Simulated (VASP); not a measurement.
Input of a VASP 6.6.1 run:

INCAR

```
PREC     = Accurate       # precision mode
ENCUT    = 500            # plane-wave cutoff, eV
EDIFF    = 1E-6           # SCF threshold, eV
ISMEAR   = 1              # smearing method
SIGMA    = 0.05           # smearing width, eV
LREAL    = F              # projectors in reciprocal space
LASPH    = T              # aspherical terms in the spheres
NELM     = 120            # most SCF steps
ALGO     = Normal         # electronic algorithm
ISIF     = 2              # what is computed and relaxed
LWAVE    = F              # write WAVECAR
LCHARG   = T              # write CHGCAR
GGA      = PE             # functional
LELF     = T              # ELF
LVHAR    = T            
NBANDS   = 21             # bands
GGA_COMPAT= F
```

Contents of KPOINTS:

```
Automatic mesh
0
Gamma
  7 7 7
```

POSCAR

```
W
1.0
    3.1866643997      0.0000000000      0.0000000000
    0.0000000000      3.1866643997      0.0000000000
    0.0000000000      0.0000000000      3.1866643997
W
2
Direct
    0.0000000000      0.0000000000      0.0000000000
    0.5000000000      0.5000000000      0.5000000000
```

Potentials or basis: VASP PAW PBE potentials, release 64 (W_sv).

Command:

```console
$ cat potpaw_PBE.64/W_sv/POTCAR > POTCAR
$ mpirun -np 1 vasp_std > vasp.out
```

Estimate the band gap on the k mesh.

zero (band 14 reaches 11.30 eV, above the bottom of band 15 at 11.05 eV).

Predict the pressure.

0.4 GPa.

Caveat: spin-orbit coupling is left out, which moves the levels of the heavy elements.
